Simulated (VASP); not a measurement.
# Ir (P6_3/mmc) in VASP: further runs, part 2 of 2

VASP 6.6.1. Earlier steps stand in the parts before.

### Step 3. Single point, LDA

This run uses another cell than the first one, of the same volume but with other edges.

INCAR

```
SYSTEM = Ir
ALGO = Normal
EDIFF = 1E-6
ENCUT = 500
GGA_COMPAT = .FALSE.
ISIF = 2
ISMEAR = 0
LASPH = .TRUE.
LCHARG = .FALSE.
LREAL = .FALSE.
LWAVE = .FALSE.
NBANDS = 16
NELM = 120
PREC = Accurate
SIGMA = 0.15
```

KPOINTS

```
k-points
0
G
  18 18 10
  0 0 0
```

POSCAR

```
Ir
1.0
    2.7323000000      0.0000000000      0.0000000000
   -1.3661500000      2.3662412107      0.0000000000
    0.0000000000      0.0000000000      4.5032000000
Ir
2
Direct
    0.6666666667      0.3333333333      0.7500000000
    0.3333333333      0.6666666667      0.2500000000
```

Potentials or basis: VASP PAW LDA potentials, release 64 (Ir).

Command:

```
> cat potpaw_LDA.64/Ir/POTCAR > POTCAR
> mpirun -np 1 vasp_std > vasp.out
```

OUTCAR:

```text
SYSTEM = Ir
   EDIFF = 1E-6
   ENCUT = 500
   ISIF = 2
   ISMEAR = 0
   LASPH = .TRUE.
   LREAL = .FALSE.
   NELM = 120
   PREC = Accurate

 ion  position               nearest neighbor table
   1  0.667  0.333  0.750-   2 2.75   2 2.75   2 2.75   2 2.75   2 2.75   2 2.75
   2  0.333  0.667  0.250-   1 2.75   1 2.75   1 2.75   1 2.75   1 2.75   1 2.75

  LATTYP: Found a hexagonal cell.
 ALAT       =     2.7323000000
 C/A-ratio  =     1.6481352707

  Lattice vectors:

 A1 = (   2.7323000000,   0.0000000000,   0.0000000000)
 A2 = (  -1.3661500000,   2.3662412107,   0.0000000000)
 A3 = (   0.0000000000,   0.0000000000,   4.5032000000)

Analysis of symmetry for initial positions (statically):
=====================================================================
 Subroutine PRICEL returns:
 Original cell was already a primitive cell.

 Routine SETGRP: Setting up the symmetry group for a
 hexagonal supercell.

 Subroutine GETGRP returns: Found 24 space group operations
 (whereof 12 operations were pure point group operations)
 out of a pool of 24 trial point group operations.

The static configuration has the point symmetry D_3d.
 The point group associated with its full space group is D_6h.

Analysis of symmetry for dynamics (positions and initial velocities):
=====================================================================
 Subroutine PRICEL returns:
 Original cell was already a primitive cell.

 Routine SETGRP: Setting up the symmetry group for a
 hexagonal supercell.

 Subroutine GETGRP returns: Found 24 space group operations
 (whereof 12 operations were pure point group operations)
 out of a pool of 24 trial point group operations.

The dynamic configuration has the point symmetry D_3d.
 The point group associated with its full space group is D_6h.

 Subroutine INISYM returns: Found 24 space group operations
 (whereof 12 operations are pure point group operations),
 and found     1 'primitive' translations

----------------------------------------------------------------------------------------

                                     Primitive cell

  volume of cell :      29.1145

  direct lattice vectors                    reciprocal lattice vectors
     2.732300000  0.000000000  0.000000000     0.365992021  0.211305592  0.000000000
    -1.366150000  2.366241211  0.000000000     0.000000000  0.422611184  0.000000000
     0.000000000  0.000000000  4.503200000     0.000000000  0.000000000  0.222064310

  length of vectors
     2.732300000  2.732300000  4.503200000     0.422611184  0.422611184  0.222064310

  position of ions in fractional coordinates (direct lattice)
     0.666666667  0.333333333  0.750000000
     0.333333333  0.666666667  0.250000000

  ion indices of the primitive-cell ions
   primitive index   ion index
                 1           1
                 2           2

----------------------------------------------------------------------------------------

 KPOINTS: k-points

Automatic generation of k-mesh.
 Grid dimensions read from file:
 generate k-points for:   18   18   10

 Generating k-lattice:

  Cartesian coordinates                     Fractional coordinates (reciprocal lattice)
     0.020332890  0.011739200  0.000000000     0.055555556  0.000000000  0.000000000
     0.000000000  0.023478399  0.000000000     0.000000000  0.055555556  0.000000000
     0.000000000  0.000000000  0.022206431     0.000000000  0.000000000  0.100000000

  Length of vectors
     0.023478399  0.023478399  0.022206431

  Shift w.r.t. Gamma in fractional coordinates (k-lattice)
     0.000000000  0.000000000  0.000000000

 Subroutine IBZKPT returns following result:
 ===========================================

 Found    222 irreducible k-points:

 Following reciprocal coordinates:
            Coordinates               Weight
  0.000000  0.000000  0.000000      1.000000
  0.055556 -0.000000  0.000000      6.000000
  0.111111 -0.000000  0.000000      6.000000
  0.166667 -0.000000  0.000000      6.000000
  0.222222 -0.000000  0.000000      6.000000
  0.277778  0.000000  0.000000      6.000000
[... 16 lines left out ...]
  0.333333  0.111111  0.000000     12.000000
  0.388889  0.111111  0.000000     12.000000
 [... further k-points ...]
   k-points           NKPTS =    222   k-points in BZ     NKDIM =    222   number of bands    NBANDS=     16
   number of dos      NEDOS =    301   number of ions     NIONS =      2
   total plane-waves  NPLWV =  14400
   dimension x,y,z NGX =    20 NGY =   20 NGZ =   36
   dimension x,y,z NGXF=    40 NGYF=   40 NGZF=   72
   ions per type =               2
   NGX,Y,Z   is equivalent  to a cutoff of  12.17, 12.17, 13.29 a.u.
   NGXF,Y,Z  is equivalent  to a cutoff of  24.34, 24.34, 26.58 a.u.
 SYSTEM =  Ir
   PREC   = accura    normal or accurate (medium, high low for compatibility)
   ISTART =      0    job   : 0-new  1-cont  2-samecut
   ICHARG =      2    charge: 1-file 2-atom 10-const
   ISPIN  =      1    spin polarized calculation?
   LNONCOLLINEAR =      F non collinear calculations
   LSORBIT =      F    spin-orbit coupling
   LASPH  =      T    aspherical Exc in radial PAW
   ENCUT  =  500.0 eV  36.75 Ry    6.06 a.u.   4.98  4.98  8.21*2*pi/ulx,y,z
   NELM   =    120;   NELMIN=  2; NELMDL= -5     # of ELM steps
   EDIFF  = 0.1E-05   stopping-criterion for ELM
   LREAL  =      F    real-space projection
   EDIFFG = 0.1E-04   stopping-criterion for IOM
   NSW    =      0    number of steps for IOM
   IBRION =     -1    ionic relax: 0-MD 1-quasi-New 2-CG
   NFREE  =      0    steps in history (QN), initial steepest desc. (CG)
   ISIF   =      2    stress and relaxation
   ISYM   =      2    0-nonsym 1-usesym 2-fastsym
   POTIM  = 0.5000    time-step for ionic-motion
   TEBEG  =    0.0;   TEEND  =   0.0 temperature during run
   PSTRESS=    0.0 pullay stress
   NELECT =      18.0000    total number of electrons
   NUPDOWN=      -1.0000    fix difference up-down
   EMIN   =  10.00;   EMAX   =-10.00  energy-range for DOS
   EFERMI =   0.00;   METHOD = LEGACY
   ISMEAR =     0;   SIGMA  =   0.15  broadening in eV -4-tet -1-fermi 0-gaus
   EFERMI_NEDOS =   21; number of points for ismear=-14 and -15
   IALGO  =     38    algorithm
   IMIX   =      4    mixing-type and parameters
     AMIX     =   0.40;   BMIX     =  1.00
     AMIX_MAG =   1.60;   BMIX_MAG =  1.00
  volume/ion in A,a.u.               =      14.56        98.24
  Fermi-wavevector in a.u.,A,eV,Ry     =   1.394642  2.635492 26.463695  1.945027
  Thomas-Fermi vector in A             =   2.518171
   LORBIT       =      0    0 simple, 1 ext, 2 COOP (PROOUT), +10 PAW based schemes
   GGA     = CA    functional components
   LHFCALC =     F    Hartree Fock is set to
   AEXX    =    0.0000 exact exchange contribution
   IVDW    =     0    specifies the selected vdW correction
   LEPSILON=     F    determine dielectric tensor
   LRPA    =     F    only Hartree local field effects (RPA)
 non-spin polarized calculation
 Gauss-broadening in eV      SIGMA  =   0.15
  energy-cutoff  :      500.00
  volume of cell :       29.11
 maximum number of plane-waves:       762
 NGX is ok and might be reduce to    20

 number of electron      18.0000002 magnetization

 Free energy of the ion-electron system (eV)
  ---------------------------------------------------
  ext. energy  EPLUGINS =         0.00000000
  ---------------------------------------------------
  free energy    TOTEN  =       -20.45145633 eV

  energy without entropy =      -20.42553543  energy(sigma->0) =      -20.43849588

 E-fermi :   9.9112     XC(G=0): -13.9742

 val. band max:        9.9053270608   @ k =   0.3333  -0.0000   0.5000
 cond. band min:       9.9129370274   @ k =   0.3889   0.1667   0.1000
 fundamental gap:      0.0076099666
 Fermi energy:         9.9111676994

 k-point     1 :       0.0000    0.0000    0.0000
  band No.  band energies     occupation
      1      -0.9889      2.00000
      2       1.9800      2.00000
      3       5.9597      2.00000
      4       6.2277      2.00000
      5       6.2277      2.00000
      6       6.8222      2.00000
[... 8 lines left out ...]
     15      26.1234      0.00000
     16      27.3130      0.00000
[... 419 lines left out ...]
 k-point    24 :       0.3889    0.1111    0.0000
  band No.  band energies     occupation
      1       2.9649      2.00000
      2       3.0566      2.00000
      3       3.3955      2.00000
      4       5.9268      2.00000
      5       6.0809      2.00000
      6       6.4299      2.00000
[... 8 lines left out ...]
     15      20.1727      0.00000
     16      23.0178      0.00000

 [... further k-points ...]
[... 5 lines left out ...]
  --------------------------------------------------------------------------------------
  -------------------------------------------------------------------------------------
  Total       -2.2606606     -2.2606606     -3.3191252     -0.0000000      0.0000000      0.0000000
  in kB     -124.4048514   -124.4048514   -182.6524876     -0.0000000      0.0000000      0.0000000
  external PRESSURE =    -143.8207301 kB  Pullay stress =       0.0000000 kB

 VOLUME and BASIS-vectors are now :
 -----------------------------------------------------------------------------
  energy-cutoff  :      500.00
  volume of cell :       29.11
      direct lattice vectors                 reciprocal lattice vectors
     2.732300000  0.000000000  0.000000000     0.365992021  0.211305592  0.000000000
    -1.366150000  2.366241211  0.000000000     0.000000000  0.422611184  0.000000000
     0.000000000  0.000000000  4.503200000     0.000000000  0.000000000  0.222064310

 POSITION                                       TOTAL-FORCE (eV/Angst)
 -----------------------------------------------------------------------------------
      1.36615      0.78875      3.37740        -0.000000      0.000000      0.000000
     -0.00000      1.57749      1.12580         0.000000     -0.000000      0.000000
 -----------------------------------------------------------------------------------
    total drift:                               -0.000000      0.000000     -0.000000

  FREE ENERGIE OF THE ION-ELECTRON SYSTEM (eV)
  ---------------------------------------------------
  free  energy   TOTEN  =       -20.4514563323 eV

  energy  without entropy=      -20.4255354309  energy(sigma->0) =      -20.43849588
```

OSZICAR:

```text
N       E                     dE             d eps       ncg     rms          rms(c)
DAV:   1     0.139126094303E+03    0.13913E+03   -0.81513E+03  7112   0.109E+03
DAV:   2    -0.178971562416E+02   -0.15702E+03   -0.14134E+03  7120   0.307E+02
DAV:   3    -0.216435867109E+02   -0.37464E+01   -0.36872E+01  9912   0.563E+01
DAV:   4    -0.216859343272E+02   -0.42348E-01   -0.42338E-01  7960   0.511E+00
DAV:   5    -0.216871941514E+02   -0.12598E-02   -0.12598E-02 10072   0.914E-01    0.210E+01
DAV:   6    -0.206364443728E+02    0.10507E+01   -0.13889E+00  8976   0.153E+01    0.817E+00
DAV:   7    -0.204651745297E+02    0.17127E+00   -0.35053E-01  9736   0.716E+00    0.210E+00
DAV:   8    -0.204578722005E+02    0.73023E-02   -0.50290E-03  7928   0.632E-01    0.135E+00
DAV:   9    -0.204514682011E+02    0.64040E-02   -0.50333E-03  9272   0.945E-01    0.319E-02
DAV:  10    -0.204514638473E+02    0.43539E-05   -0.37758E-05 10920   0.594E-02    0.371E-02
DAV:  11    -0.204514563635E+02    0.74837E-05   -0.63222E-06  9184   0.276E-02    0.331E-03
DAV:  12    -0.204514563323E+02    0.31215E-07   -0.10150E-07  6032   0.317E-03
   1 F= -.20451456E+02 E0= -.20438496E+02  d E =-.259209E-01
```

Wall time 62 s (1 thread of Intel Xeon 6975P-C, shared host); peak memory 0.2 GiB.

What came out:

```yaml
Free_energy: -20.4515 eV
Pressure: -14.4 GPa
Band_gap_on_the_k_mesh: zero (band 9 reaches 10.92 eV, above the bottom of band 10 at 7.64 eV)
```

Levels at points of the mesh, in eV from the Fermi level:
| k point | band 6 | band 7 | band 8 | band 9 | band 10 | band 11 | band 12 | band 13 |
| --- | --- | --- | --- | --- | --- | --- | --- | --- |
| (0.00, 0.00, 0.00) | -3.09 | -3.09 | -2.15 | -2.15 | -0.84 | 0.29 | 0.29 | 6.61 |
| (0.50, 0.00, 0.00) | -3.23 | -2.96 | 0.80 | 0.87 | 1.16 | 2.92 | 4.38 | 8.07 |
| (0.00, 0.00, 0.50) | -3.77 | -3.77 | -3.77 | -0.44 | -0.44 | -0.44 | -0.44 | 13.50 |
| (0.50, 0.00, 0.50) | -1.97 | -0.88 | -0.88 | 1.01 | 1.01 | 2.01 | 2.01 | 7.51 |

Caveat: spin-orbit coupling is left out, which moves the levels of the heavy elements.
